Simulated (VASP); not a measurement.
The system is Na.

```
CELL_PARAMETERS angstrom
4.28000 0.00000 0.00000
0.00000 4.28000 0.00000
0.00000 0.00000 4.28000
ATOMIC_POSITIONS crystal
Na 0.00000 0.00000 0.00000
Na 0.50000 0.50000 0.50000
```

| Item | Value |
| --- | --- |
| Program | VASP 6.6.1 |
| Task | relaxation of cell and atoms |
| Functional | r2SCAN |
| Dispersion | D3(BJ) |
| Potentials or basis | VASP PAW PBE potentials, release 64 (Na_pv) |
| Cutoff | 600 eV |
| k mesh | 5 × 5 × 5 |
| Occupations | methfessel-paxton, width 0.1 eV |
| Spin | no spin polarisation |

At the start: pressure -0.6 GPa; volume 39.20 Å³/atom.

Q: Where does the relaxation end?

A: Over 3 steps the energy falls by 8.1 meV/atom and the volume is 36.09 Å³/atom (-7.9 %); space group Im-3m (No. 229, to 0.05 Å).

Step by step:
```csv
step,energy change (eV),largest force (eV/Å),pressure (GPa),volume (Å³)
1,0.0000,0.0000,-0.58,78.40
2,-0.0057,0.0000,-0.52,76.81
3,-0.0162,0.0000,-0.01,72.17
```

Final structure:
```
CELL_PARAMETERS angstrom
4.16351 0.00000 0.00000
0.00000 4.16351 0.00000
0.00000 0.00000 4.16351
ATOMIC_POSITIONS crystal
Na 0.00000 0.00000 0.00000
Na 0.50000 0.50000 0.50000
```

Caveat: the PAW data sets were made with another functional, which shifts forces and pressure a little; pairwise dispersion overbinds metals, which lowers pressure and volume.
